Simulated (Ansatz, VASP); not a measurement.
TiO2: VASP beside Ansatz

The input INCAR:

```
PREC     = Accurate       # precision mode
ENCUT    = 520            # plane-wave cutoff, eV
EDIFF    = 1E-6           # SCF threshold, eV
ISMEAR   = 0              # smearing method
SIGMA    = 0.05           # smearing width, eV
LREAL    = False          # projectors in reciprocal space
LASPH    = True           # aspherical terms in the spheres
NELM     = 60             # most SCF steps
ALGO     = Normal         # electronic algorithm
ISIF     = 2              # what is computed and relaxed
LWAVE    = False          # write WAVECAR
LCHARG   = False          # write CHGCAR
GGA      = PE             # functional
NBANDS   = 33             # bands
```

Contents of KPOINTS:

```
Automatic mesh
0
Gamma
  6 6 10
```

File POSCAR:

```
TiO2
1.0
    4.6430645122      0.0000000000      0.0000000000
    0.0000000000      4.6430645122      0.0000000000
    0.0000000000      0.0000000000      2.9640243990
Ti O
2 4
Direct
    0.0000000000      0.0000000000      0.1012137417
    0.5000000000      0.5000000000      0.5000000000
    0.3051105247      0.3051105247      0.0000000000
    0.1948894753      0.8051105247      0.5000000000
    0.6948894753      0.6948894753      0.0000000000
    0.8051105247      0.1948894753      0.5000000000
```

Input for Ansatz:

```yaml
crystal:
  lattice:
    - [4.6430645122, 0.0, 0.0]
    - [0.0, 4.6430645122, 0.0]
    - [0.0, 0.0, 2.964024399]
  atoms:
    - { symbol: Ti, position: [0.0, 0.0, 0.1012137417] }
    - { symbol: Ti, position: [0.5, 0.5, 0.5] }
    - { symbol: O, position: [0.3051105247, 0.3051105247, 0.0] }
    - { symbol: O, position: [0.1948894753, 0.8051105247, 0.5] }
    - { symbol: O, position: [0.6948894753, 0.6948894753, 0.0] }
    - { symbol: O, position: [0.8051105247, 0.1948894753, 0.5] }
basis:
  ecutwfc: 420
kpoints:
  mp_grid: { grid: [6, 6, 10] }
hamiltonian:
  xc: pbe
scf:
  occupations: { method: gaussian, width: 0.05 }
output:
  forces: true
  stress: true
  eigenvalues: true
```

Alike in both runs: task single point; functional PBE; k mesh 6 × 6 × 10; occupations gaussian, width 0.05 eV; no spin polarisation.

|  | VASP | Ansatz |
| --- | --- | --- |
| version | VASP 6.6.1 | Ansatz 0.2.0 |
| potentials or method | VASP PAW PBE potentials, release 64 (Ti_sv, O), cutoff 520 eV | scalar-relativistic, plane waves, PAW |
| valence electrons in the cell | 48 | 48 |

VASP gave:

| Item | Value |
| --- | --- |
| gap on the k mesh at the Fermi level (eV) | 2.18 |
| least direct gap on the mesh (eV) | 2.31 |
| pressure (GPa) | 7.2 |
| traceless stress, the component that is largest in VASP (GPa) | -6.08 |
| rms of the force components (eV/Å) | 0.866 |

What did Ansatz give for the same quantities?

gap on the k mesh at the Fermi level (eV): 2.20; least direct gap on the mesh (eV): 2.33; pressure (GPa): 6.5; traceless stress, the component that is largest in VASP (GPa): -5.93; rms of the force components (eV/Å): 0.819.

Atom by atom the forces differ by 0.049 eV/Å (rms over components).
